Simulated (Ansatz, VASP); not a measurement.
**Co in VASP and in Ansatz**

Contents of INCAR:

```
SYSTEM = Co
PREC     = Accurate       ! precision mode
ENCUT    = 520            ! plane-wave cutoff, eV
EDIFF    = 1E-6           ! SCF threshold, eV
ISMEAR   = 0              ! smearing method
SIGMA    = 0.15           ! smearing width, eV
LREAL    = .False.        ! projectors in reciprocal space
LASPH    = .True.         ! aspherical terms in the spheres
NELM     = 150            ! most SCF steps
ALGO     = Normal         ! electronic algorithm
ISIF     = 2              ! what is computed and relaxed
LWAVE    = .False.        ! write WAVECAR
LCHARG   = .False.        ! write CHGCAR
ISPIN    = 2              ! spin polarisation
MAGMOM   = 1.8 1.8        ! initial moments
LORBIT   = 11             ! projections on sites
LMAXMIX  = 4              ! l up to which the mixer works
GGA      = PS             ! functional
NBANDS   = 20             ! bands
```

KPOINTS

```
regular mesh
0
Gamma
  30 30 16
  0 0 0
```

Contents of POSCAR:

```
Co
1.0
    2.3115818915      0.0000000000      0.0000000000
   -1.1557909458      2.0018886410      0.0000000000
    0.0000000000      0.0000000000      4.4824334684
Co
2
Direct
    0.3333333333      0.6666666667      0.2500000000
    0.6666666667      0.3333333333      0.7500000000
```

Input for Ansatz:

```yaml
crystal:
  lattice:
    - [2.3115818915, 0.0, 0.0]
    - [-1.1557909458, 2.001888641, 0.0]
    - [0.0, 0.0, 4.4824334684]
  atoms:
    - { symbol: Co, position: [0.3333333333, 0.6666666667, 0.25], spin: 1.8 }
    - { symbol: Co, position: [0.6666666667, 0.3333333333, 0.75], spin: 1.8 }
basis:
  ecutwfc: 420
kpoints:
  mp_grid: { grid: [30, 30, 16] }
hamiltonian:
  xc: pbesol
scf:
  occupations: { method: gaussian, width: 0.15 }
output:
  forces: true
  stress: true
  eigenvalues: true
  populations: true
magnetization:
  spin_polarized: true
```

Alike in both runs: task single point; functional PBEsol; k mesh 30 × 30 × 16; occupations gaussian, width 0.15 eV; collinear spin.

```csv
,VASP,Ansatz
version,VASP 6.6.1,Ansatz 0.2.0
potentials or method,"VASP PAW PBE potentials, release 64 (Co), cutoff 520 eV","scalar-relativistic, plane waves, PAW"
valence electrons in the cell,18,34
```

```tsv
	VASP	Ansatz	Ansatz less VASP
gap on the k mesh at the Fermi level (eV)	none	none	-
pressure (GPa)	9.3	10.5	+1.20
traceless stress, the component that is largest in VASP (GPa)	-38.96	-40.00	-1.038
net moment per atom (μB)	1.61	1.61	+0.007
size of the moment on the site where the two differ most (μB)	1.61	1.66	+0.054
```

VASP's potentials were made for PBE, not for PBEsol. Site moments also hang on the region over which each program counts them. A gap of «none» marks a metal or a gap that the smearing closes. The functional is the same, so the differences come from potentials, cutoffs and numerics. VASP's potentials hold 18 valence electrons a cell and Ansatz's 34, so a difference there can come from the potentials and not from the codes.
